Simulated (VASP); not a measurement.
Write the native input for VASP 6.6.1 that does the following.

```
Task                   : electric field gradients
Functional             : PBE
Potentials or basis    : VASP PAW PBE potentials, release 64 (Ba_sv, Ti_sv, O)
Cutoff                 : 520 eV
k mesh                 : 7 × 7 × 7
Occupations            : fermi-dirac, width 0.03 eV
Spin                   : no spin polarisation
Dipole correction      : no
Further INCAR settings : ALGO = Normal; EDIFF = 1e-08; NBANDS = 28
```

The structure of BaTiO3 lies in POSCAR:

```
BaTiO3
1.0
    4.0524349834      0.0000000000      0.0000000000
    0.0000000000      4.0524349834      0.0000000000
    0.0000000000      0.0000000000      4.0708744846
Ba Ti O
1 1 3
Direct
    0.0000000000      0.0000000000      0.0000000000
    0.5000000000      0.5000000000      0.5000000000
    0.5000000000      0.5000000000      0.0000000000
    0.5000000000      0.0000000000      0.5000000000
    0.0000000000      0.5000000000      0.5000000000
```

The input as run:

INCAR

```
SYSTEM = BaTiO3
  PREC = Accurate
  ENCUT = 520
  EDIFF = 1E-8
  ISMEAR = -1
  SIGMA = 0.03
  LREAL = .False.
  LASPH = .True.
  NELM = 80
  ALGO = Normal
  ISIF = 2
  LWAVE = .False.
  LCHARG = .False.
  GGA = PE
  LEFG = .True.
  NBANDS = 28
```

KPOINTS

```
Automatic mesh
0
Gamma
  7 7 7
  0 0 0
```

Potentials or basis: VASP PAW PBE potentials, release 64 (Ba_sv, Ti_sv, O).

Launch:

```sh
$ cat potpaw_PBE.64/Ba_sv/POTCAR potpaw_PBE.64/Ti_sv/POTCAR potpaw_PBE.64/O/POTCAR > POTCAR
$ mpirun -np 1 vasp_std > vasp.out
```

It gave:

```yaml
Pressure: -2.9 GPa
Band_gap_on_the_k_mesh: 1.72 eV (least direct gap 1.84 eV)
Largest_electric_field_gradient_by_atom: Ba +0.7; Ti +3.7; O +29.8, +27.8 (each value once) V/Å²
```

Caveat: without QUAD_EFG the Cq values of the log hold for a quadrupole moment of 1 mb, not for the nuclei; spin-orbit coupling is left out, which moves the levels of the heavy elements; an odd mesh through Γ misses points on the zone boundary, where band edges can lie.

Run time: 69 s on 1 thread of Intel(R) Xeon(R) Platinum 8488C (Sapphire Rapids), with other jobs on the host, peak memory 0.22 GiB.
